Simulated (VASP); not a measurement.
Ta4C3: single point with PBEsol

Crystal: Ta4C3.

```
Ta C
1.0
    -3.10327    0.00000    0.00000
    -1.55164   -2.68751    0.00000
     0.00016    0.00009   10.16451
Ta C
4 3
Direct
  0.31026 0.31026 0.18937
  0.31028 0.31028 0.94263
  0.97694 0.97694 0.69810
  0.64360 0.64360 0.45244
  0.31027 0.31027 0.57703
  0.97692 0.97692 0.05730
  0.97693 0.97693 0.32287
```

```json
{
 "Program": "VASP 6.6.1",
 "Task": "single point",
 "Functional": "PBEsol",
 "Potentials or basis": "VASP PAW PBE potentials, release 64 (Ta_pv, C)",
 "Cutoff": "520 eV",
 "k mesh": "14 × 14 × 4",
 "Occupations": "gaussian, width 0.15 eV",
 "Spin": "no spin polarisation",
 "Dipole correction": "no",
 "Further INCAR settings": "ALGO = Normal; EDIFF = 1e-06; NBANDS = 37"
}
```

```
Pressure               : 8.3 GPa
Largest force          : 5.509 eV/Å
Band gap on the k mesh : zero (bands 28 and 29 overlap by 0.74 eV)
```

Forces on the atoms (eV/Å):
```
Ta   0.000  0.000  5.310
Ta   0.001  0.000 -5.509
Ta   0.000  0.000 -0.724
Ta   0.000  0.000 -0.576
C    0.000  0.000  0.507
C   -0.001 -0.001  0.932
C    0.000  0.000  0.059
```

Stress tensor (GPa, compression positive):
```
-0.65  0.00  0.00
 0.00 -0.65  0.00
 0.00  0.00 26.24
```

Levels at points of the mesh, in eV from the Fermi level:
```
           k point  band 25  band 26  band 27  band 28  band 29  band 30  band 31  band 32
(0.00, 0.00, 0.00)    -1.90    -1.24    -0.27    -0.27     0.56     0.56     1.23     1.23
(0.50, 0.00, 0.00)    -2.10    -1.55    -0.47     0.01     0.89     2.45     2.83     3.78
(0.50, 0.50, 0.00)    -2.10    -1.55    -0.47     0.01     0.89     2.45     2.83     3.78
(0.00, 0.50, 0.00)    -2.10    -1.55    -0.47     0.01     0.89     2.45     2.83     3.78
(0.00, 0.00, 0.50)    -2.21    -0.93    -0.22    -0.22     0.74     0.74     1.48     1.48
(0.50, 0.00, 0.50)    -1.92    -1.70    -0.47     0.03     1.21     2.31     2.55     3.79
(0.50, 0.50, 0.50)    -1.92    -1.70    -0.47     0.03     1.21     2.31     2.55     3.79
(0.00, 0.50, 0.50)    -1.92    -1.70    -0.47     0.03     1.21     2.31     2.55     3.79
```

Wall time 8.2 min on 1 thread of Intel(R) Xeon(R) 6975P-C (Granite Rapids), with other jobs on the host, peak memory 0.92 GiB.

Caveat: the cell stands under pressure; the PAW data sets were made with another functional, which shifts forces and pressure a little; spin-orbit coupling is left out, which moves the levels of the heavy elements.
